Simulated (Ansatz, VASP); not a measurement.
Two plane-wave programs on Cu

The input INCAR:

```
SYSTEM = Cu
ALGO = Fast
EDIFF = 1E-7
EDIFFG = -0.01
ENCUT = 600
GGA = PE
IBRION = 2
ISIF = 3
ISMEAR = 0
LASPH = .TRUE.
LCHARG = .FALSE.
LREAL = .FALSE.
LWAVE = .FALSE.
NELM = 80
NSW = 80
PREC = Accurate
SIGMA = 0.1
```

Contents of KPOINTS:

```
k-points
0
G
  12 12 12
  0 0 0
```

Contents of POSCAR:

```
Cu
1.0
   -1.4427933200      1.4427933200      1.3760814500
    1.4427933200     -1.4427933200      1.3760814500
    1.4427933200      1.4427933200     -1.3760814500
Cu
1
Direct
    0.0000000000      0.0000000000      0.0000000000
```

Input for Ansatz:

```yaml
crystal:
  lattice:
    - [-1.44279332, 1.44279332, 1.37608145]
    - [1.44279332, -1.44279332, 1.37608145]
    - [1.44279332, 1.44279332, -1.37608145]
  atoms:
    - { symbol: Cu, position: [0.0, 0.0, 0.0] }
basis:
  ecutwfc: 420
kpoints:
  mp_grid: { grid: [12, 12, 12] }
hamiltonian:
  xc: pbe
scf:
  occupations: { method: gaussian, width: 0.1 }
output:
  forces: true
  stress: true
  eigenvalues: true
relax:
  adjacent_minimum: "off"
  f_tol: 0.01
  max_steps: 60
  cell: { stress_tol: 0.05 }
```

Alike in both runs: task relaxation of cell and atoms; functional PBE; k mesh 12 × 12 × 12; occupations gaussian, width 0.1 eV; no spin polarisation.

|  | VASP | Ansatz |
| --- | --- | --- |
| version | VASP 6.6.1 | Ansatz 0.2.0 |
| potentials or method | VASP PAW PBE potentials, release 64 (Cu), cutoff 600 eV | scalar-relativistic, plane waves, PAW |
| valence electrons in the cell | 11 | 19 |

|  | VASP | Ansatz | Ansatz less VASP |
| --- | --- | --- | --- |
| gap on the k mesh at the Fermi level, each at its own relaxed structure (eV) | none | none | - |
| relaxed volume (Å³/atom) | 12.07 | 12.02 | -0.050 |
| relaxed length of the cell vector where the two differ most in proportion (Å) | 2.508 | 2.505 | -0.0038 |

A gap of «none» marks a metal or a gap that the smearing closes. VASP's potentials hold 11 valence electrons a cell and Ansatz's 19, so a difference there can come from the potentials and not from the codes.
